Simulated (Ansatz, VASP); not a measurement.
## Two plane-wave programs on TiO2

File INCAR:

```
  PREC = Accurate
  ENCUT = 520
  EDIFF = 1E-6
  ISMEAR = 0
  SIGMA = 0.01
  LREAL = False
  LASPH = True
  NELM = 60
  ALGO = Normal
  ISIF = 2
  LWAVE = False
  LCHARG = True
  GGA = PE
  LELF = True
  LVHAR = True
  NBANDS = 33
```

Contents of KPOINTS:

```
regular mesh
0
Gamma
  4 4 8
```

Contents of POSCAR:

```
TiO2
1.0
    4.5963963008      0.0000000000      0.0000000000
    0.0000000000      4.5963963008      0.0000000000
    0.0000000000      0.0000000000      2.9341341012
Ti O
2 4
Direct
    0.0000000000      0.0000000000      0.0000000000
    0.5000000000      0.5000000000      0.5000000000
    0.3051320931      0.3051320931      0.0000000000
    0.1948679069      0.8051320931      0.5000000000
    0.8051320931      0.1948679069      0.5000000000
    0.6948679069      0.6948679069      0.0000000000
```

Input for Ansatz:

```yaml
crystal:
  lattice:
    - [4.5963963008, 0.0, 0.0]
    - [0.0, 4.5963963008, 0.0]
    - [0.0, 0.0, 2.9341341012]
  atoms:
    - { symbol: Ti, position: [0.0, 0.0, 0.0] }
    - { symbol: Ti, position: [0.5, 0.5, 0.5] }
    - { symbol: O, position: [0.3051320931, 0.3051320931, 0.0] }
    - { symbol: O, position: [0.1948679069, 0.8051320931, 0.5] }
    - { symbol: O, position: [0.8051320931, 0.1948679069, 0.5] }
    - { symbol: O, position: [0.6948679069, 0.6948679069, 0.0] }
kpoints:
  mp_grid: { grid: [4, 4, 8] }
hamiltonian:
  xc: pbe
scf:
  occupations: { method: fixed }
  n_extra_bands: 5
output:
  forces: true
  stress: true
  eigenvalues: true
```

Alike in both runs: task single point; functional PBE; k mesh 4 × 4 × 8; no spin polarisation.

|  | VASP | Ansatz |
| --- | --- | --- |
| version | VASP 6.6.1 | Ansatz 0.2.0 |
| potentials or method | VASP PAW PBE potentials, release 64 (Ti_sv, O) | plane waves, PAW |
| plane-wave cutoff (eV) | 520 | 420 |
| occupations | gaussian, width 0.01 eV | fixed |
| valence electrons in the cell | 48 | 48 |

Ansatz gave:

- gap on the k mesh at the Fermi level (eV): 1.94
- pressure (GPa): 7.4
- traceless stress, the component that is largest in VASP (GPa): 1.36
- rms of the force components (eV/Å): 0.077

Question: Estimate VASP's values.

Answer: gap on the k mesh at the Fermi level (eV): 1.91; pressure (GPa): 8.1; traceless stress, the component that is largest in VASP (GPa): 1.60; rms of the force components (eV/Å): 0.092.

Atom by atom the forces differ by 0.014 eV/Å (rms over components).
